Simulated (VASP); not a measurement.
# CdS (P6_3mc) in VASP: further runs

Runs on CdS. Level: LDA. Tasks: single point.

All numbers are computed with VASP 6.6.1; they aren't measurements. Logs are shortened: lines on timing, memory, paths and dates and some standing lists are left out, and cuts for length are marked.

## 1. The cell of the first run

Symmetry: P6_3mc, No. 186, hexagonal system. The conventional cell has a = 4.074 Å, b = 4.074 Å, c = 6.639 Å, α = 90.00°, β = 90.00°, γ = 120.00°. Cd (site symmetry 3m) has 4 S at 2.40 to 2.87 Å within 3.2 Å. S (site symmetry 3m) has 4 Cd at 2.40 to 2.87 Å within 3.2 Å.

## 2. Single point, LDA (atoms moved along the polar distortion)

File INCAR:

```
SYSTEM = CdS
PREC = Accurate
ENCUT = 520
EDIFF = 1E-6
ISMEAR = 0
SIGMA = 0.01
LREAL = .FALSE.
LASPH = .TRUE.
NELM = 60
ALGO = Normal
ISIF = 2
LWAVE = .FALSE.
LCHARG = .FALSE.
GGA = CA
NBANDS = 26
```

File KPOINTS:

```
Automatic mesh
0
G
  9 9 4
  0 0 0
```

File POSCAR:

```
CdS
1.0
    4.0738866863      0.0000000000      0.0000000000
   -2.0369433432      3.5280893625      0.0000000000
    0.0000000000      0.0000000000      6.6385814430
Cd S
2 2
Direct
    0.3333333333      0.6666666667     -0.0274230518
    0.6666666667      0.3333333333      0.4725769482
    0.3333333333      0.6666666667      0.4044230518
    0.6666666667      0.3333333333      0.9044230518
```

Potentials or basis: VASP PAW LDA potentials, release 64 (Cd, S).

Launch:

```console
cat potpaw_LDA.64/Cd/POTCAR potpaw_LDA.64/S/POTCAR > POTCAR
mpirun -np 1 vasp_std > vasp.out
```

OUTCAR:

```text
SYSTEM = CdS
   PREC = Accurate
   ENCUT = 520
   EDIFF = 1E-6
   ISMEAR = 0
   LREAL = .FALSE.
   LASPH = .TRUE.
   NELM = 60
   ISIF = 2
   GGA = CA

 ion  position               nearest neighbor table
   1  0.333  0.667  0.973-   4 2.40   4 2.40   4 2.40   3 2.87
   2  0.667  0.333  0.473-   3 2.40   3 2.40   3 2.40   4 2.87
   3  0.333  0.667  0.404-   2 2.40   2 2.40   2 2.40   1 2.87
   4  0.667  0.333  0.904-   1 2.40   1 2.40   1 2.40   2 2.87

  LATTYP: Found a hexagonal cell.
 ALAT       =     4.0738866863
 C/A-ratio  =     1.6295449418

  Lattice vectors:

 A1 = (   4.0738866863,   0.0000000000,   0.0000000000)
 A2 = (  -2.0369433432,   3.5280893625,   0.0000000000)
 A3 = (   0.0000000000,   0.0000000000,   6.6385814430)

Analysis of symmetry for initial positions (statically):
=====================================================================
 Subroutine PRICEL returns:
 Original cell was already a primitive cell.

 Routine SETGRP: Setting up the symmetry group for a
 hexagonal supercell.

 Subroutine GETGRP returns: Found 12 space group operations
 (whereof  6 operations were pure point group operations)
 out of a pool of 24 trial point group operations.

The static configuration has the point symmetry C_3v.
 The point group associated with its full space group is C_6v.

Analysis of symmetry for dynamics (positions and initial velocities):
=====================================================================
 Subroutine PRICEL returns:
 Original cell was already a primitive cell.

 Routine SETGRP: Setting up the symmetry group for a
 hexagonal supercell.

 Subroutine GETGRP returns: Found 12 space group operations
 (whereof  6 operations were pure point group operations)
 out of a pool of 24 trial point group operations.

The dynamic configuration has the point symmetry C_3v.
 The point group associated with its full space group is C_6v.

 Subroutine INISYM returns: Found 12 space group operations
 (whereof  6 operations are pure point group operations),
 and found     1 'primitive' translations

----------------------------------------------------------------------------------------

                                     Primitive cell

  volume of cell :      95.4166
[... 88 lines left out ...]
   LNONCOLLINEAR =      F non collinear calculations
   LSORBIT =      F    spin-orbit coupling
   LASPH  =      T    aspherical Exc in radial PAW
   ENCUT  =  520.0 eV  38.22 Ry    6.18 a.u.   7.57  7.57 12.34*2*pi/ulx,y,z
   NELM   =     60;   NELMIN=  2; NELMDL= -5     # of ELM steps
   EDIFF  = 0.1E-05   stopping-criterion for ELM
   LREAL  =      F    real-space projection
   EDIFFG = 0.1E-04   stopping-criterion for IOM
   NSW    =      0    number of steps for IOM
   IBRION =     -1    ionic relax: 0-MD 1-quasi-New 2-CG
   NFREE  =      0    steps in history (QN), initial steepest desc. (CG)
   ISIF   =      2    stress and relaxation
   ISYM   =      2    0-nonsym 1-usesym 2-fastsym
   POTIM  = 0.5000    time-step for ionic-motion
   TEBEG  =    0.0;   TEEND  =   0.0 temperature during run
   PSTRESS=    0.0 pullay stress
   NELECT =      36.0000    total number of electrons
   NUPDOWN=      -1.0000    fix difference up-down
   EMIN   =  10.00;   EMAX   =-10.00  energy-range for DOS
   EFERMI =   0.00;   METHOD = LEGACY
   ISMEAR =     0;   SIGMA  =   0.01  broadening in eV -4-tet -1-fermi 0-gaus
   EFERMI_NEDOS =   21; number of points for ismear=-14 and -15
   IALGO  =     38    algorithm
   IMIX   =      4    mixing-type and parameters
     AMIX     =   0.40;   BMIX     =  1.00
     AMIX_MAG =   1.60;   BMIX_MAG =  1.00
  volume/ion in A,a.u.               =      23.85       160.98
  Fermi-wavevector in a.u.,A,eV,Ry     =   1.182954  2.235458 19.039712  1.399379
  Thomas-Fermi vector in A             =   2.319198
   LORBIT       =      0    0 simple, 1 ext, 2 COOP (PROOUT), +10 PAW based schemes
   GGA     = CA    functional components
   LHFCALC =     F    Hartree Fock is set to
   AEXX    =    0.0000 exact exchange contribution
   IVDW    =     0    specifies the selected vdW correction
   LEPSILON=     F    determine dielectric tensor
   LRPA    =     F    only Hartree local field effects (RPA)
 non-spin polarized calculation
 Gauss-broadening in eV      SIGMA  =   0.01
  energy-cutoff  :      520.00
  volume of cell :       95.42
 maximum number of plane-waves:      2599
   NGX = 15   NGY = 15   NGZ = 25

 number of electron      36.0000012 magnetization

 Free energy of the ion-electron system (eV)
  ---------------------------------------------------
  ext. energy  EPLUGINS =         0.00000000
  ---------------------------------------------------
  free energy    TOTEN  =       -14.39551424 eV

  energy without entropy =      -14.39551424  energy(sigma->0) =      -14.39551424

 E-fermi :   1.5408     XC(G=0):  -9.7475

 val. band max:        1.4519505054   @ k =   0.0000   0.0000   0.0000
 cond. band min:       2.6875014218   @ k =   0.0000   0.0000   0.0000
 fundamental gap:      1.2355509164
 Fermi energy:         1.5407834353

 k-point     1 :       0.0000    0.0000    0.0000
  band No.  band energies     occupation
      1     -11.2616      2.00000
      2     -10.8480      2.00000
      3      -6.7142      2.00000
      4      -6.7142      2.00000
      5      -6.6943      2.00000
      6      -6.6943      2.00000
[... 685 lines left out ...]
     25      10.8188      0.00000
     26      10.8419      0.00000

 [... further k-points ...]

------------------------ aborting loop because EDIFF is reached ----------------------------------------

  FORCE on cell =-STRESS in cart. coord.  units (eV):
  Direction    XX          YY          ZZ          XY          YZ          ZX
  --------------------------------------------------------------------------------------
  -------------------------------------------------------------------------------------
  Total        3.6362410      3.6362410     -2.1723942     -0.0000000      0.0000000      0.0000000
  in kB       61.0575579     61.0575579    -36.4775290     -0.0000000      0.0000000      0.0000000
  external PRESSURE =      28.5458623 kB  Pullay stress =       0.0000000 kB

 VOLUME and BASIS-vectors are now :
 -----------------------------------------------------------------------------
  energy-cutoff  :      520.00
  volume of cell :       95.42
      direct lattice vectors                 reciprocal lattice vectors
     4.073886686  0.000000000  0.000000000     0.245465836  0.141719766  0.000000000
    -2.036943343  3.528089362  0.000000000     0.000000000  0.283439533  0.000000000
     0.000000000  0.000000000  6.638581443     0.000000000  0.000000000  0.150634591

 POSITION                                       TOTAL-FORCE (eV/Angst)
 -----------------------------------------------------------------------------------
     -0.00000      2.35206      6.45653        -0.000000      0.000000      0.790776
      2.03694      1.17603      3.13724         0.000000     -0.000000      0.790776
     -0.00000      2.35206      2.68480         0.000000      0.000000     -0.790776
      2.03694      1.17603      6.00409        -0.000000     -0.000000     -0.790776
 -----------------------------------------------------------------------------------
    total drift:                                0.000000      0.000001     -0.001487

  FREE ENERGIE OF THE ION-ELECTRON SYSTEM (eV)
  ---------------------------------------------------
  free  energy   TOTEN  =       -14.3955142439 eV

  energy  without entropy=      -14.3955142439  energy(sigma->0) =      -14.39551424
```

OSZICAR:

```text
N       E                     dE             d eps       ncg     rms          rms(c)
DAV:   1     0.254228201944E+03    0.25423E+03   -0.17770E+04  1872   0.129E+03
DAV:   2    -0.101753380137E+01   -0.25525E+03   -0.24616E+03  2010   0.326E+02
DAV:   3    -0.153587753799E+02   -0.14341E+02   -0.14252E+02  2306   0.779E+01
DAV:   4    -0.155086366139E+02   -0.14986E+00   -0.14973E+00  2090   0.763E+00
DAV:   5    -0.155108628456E+02   -0.22262E-02   -0.22261E-02  2192   0.934E-01    0.136E+01
DAV:   6    -0.144495359884E+02    0.10613E+01   -0.19058E+00  2518   0.158E+01    0.102E+01
DAV:   7    -0.144137923649E+02    0.35744E-01   -0.83321E-01  1968   0.504E+00    0.372E+00
DAV:   8    -0.143973111700E+02    0.16481E-01   -0.14020E-01  1998   0.377E+00    0.647E-01
DAV:   9    -0.143958373483E+02    0.14738E-02   -0.20679E-02  2086   0.190E+00    0.185E-01
DAV:  10    -0.143954895952E+02    0.34775E-03   -0.12808E-03  2066   0.433E-01    0.788E-02
DAV:  11    -0.143955073145E+02   -0.17719E-04   -0.17986E-04  2094   0.831E-02    0.620E-02
DAV:  12    -0.143955294888E+02   -0.22174E-04   -0.51243E-05  1936   0.333E-02    0.487E-02
DAV:  13    -0.143955137205E+02    0.15768E-04   -0.46686E-05  2030   0.548E-02    0.156E-02
DAV:  14    -0.143955142439E+02   -0.52341E-06   -0.60901E-06  1952   0.133E-02
   1 F= -.14395514E+02 E0= -.14395514E+02  d E =-.186383E-38
```

Wall time 80 s (1 thread of Intel Xeon 8259CL, shared host); peak memory 0.21 GiB.

Results:

- Free energy: -14.3955 eV
- Pressure: 2.9 GPa
- Largest force: 0.791 eV/Å
- Band gap on the k mesh: 1.24 eV

Forces on the atoms (eV/Å):
```
Cd   0.000  0.000  0.791
Cd   0.000  0.000  0.791
S    0.000  0.000 -0.791
S    0.000  0.000 -0.791
```

Levels at points of the mesh, in eV from the valence-band top:
| k point | band 14 | band 15 | band 16 | band 17 | band 18 | band 19 | band 20 | band 21 | band 22 | band 23 |
| --- | --- | --- | --- | --- | --- | --- | --- | --- | --- | --- |
| (0.00, 0.00, 0.00) | -0.56 | -0.56 | -0.22 | 0.00 | 0.00 | 1.24 | 2.17 | 6.25 | 6.25 | 7.13 |
| (0.00, 0.00, 0.50) | -2.31 | -0.28 | -0.28 | -0.28 | -0.28 | 2.53 | 2.53 | 5.97 | 5.97 | 6.53 |

Caveat: the cell differs from its parent crystal (atoms moved along the polar distortion); the stress differs along the axes, from -4 to 6 GPa.

## 3. Single point, LDA (atoms moved along the polar distortion)

File INCAR:

```
SYSTEM = CdS
PREC = Accurate
ENCUT = 520
EDIFF = 1E-6
ISMEAR = 0
SIGMA = 0.01
LREAL = .False.
LASPH = .True.
NELM = 80
ALGO = Normal
ISIF = 2
LWAVE = .False.
LCHARG = .True.
GGA = CA
LELF = .True.
LVHAR = .True.
NBANDS = 26
```

File KPOINTS:

```
regular mesh
0
Gamma
  9 9 4
  0 0 0
```

File POSCAR:

```
CdS
1.0
    4.0738866863      0.0000000000      0.0000000000
   -2.0369433432      3.5280893625      0.0000000000
    0.0000000000      0.0000000000      6.6385814430
Cd S
2 2
Direct
    0.3333333333      0.6666666667     -0.0367167649
    0.6666666667      0.3333333333      0.4632832351
    0.3333333333      0.6666666667      0.4137167649
    0.6666666667      0.3333333333      0.9137167649
```

Potentials or basis: VASP PAW LDA potentials, release 64 (Cd, S).

Launch:

```console
cat potpaw_LDA.64/Cd/POTCAR potpaw_LDA.64/S/POTCAR > POTCAR
mpirun -np 1 vasp_std > vasp.out
```

Wall time 80 s (1 thread of Intel Xeon 8259CL, shared host); peak memory 0.22 GiB.

Results (log left out):

| Property | Result |
| --- | --- |
| Free energy | -14.2098 eV |
| Pressure | 3.8 GPa |
| Largest force | 0.692 eV/Å |
| Band gap on the k mesh | 1.28 eV |

Forces in eV/Å, atoms in the order of the input:
```
Cd   0.000  0.000  0.692
Cd   0.000  0.000  0.692
S    0.000  0.000 -0.692
S    0.000  0.000 -0.692
```

Stress tensor (GPa, compression positive):
```
 7.60  0.00  0.00
 0.00  7.60  0.00
 0.00  0.00 -3.66
```

Levels at points of the mesh, in eV from the valence-band top:
| k point | band 16 | band 17 | band 18 | band 19 | band 20 | band 21 |
| --- | --- | --- | --- | --- | --- | --- |
| (0.00, 0.00, 0.00) | -0.32 | 0.00 | 0.00 | 1.28 | 2.07 | 6.24 |
| (0.00, 0.00, 0.50) | -0.25 | -0.25 | -0.25 | 2.47 | 2.47 | 6.04 |

Caveat: the cell differs from its parent crystal (atoms moved along the polar distortion); the stress differs along the axes, from -4 to 8 GPa.

[end of part 1 of 2]
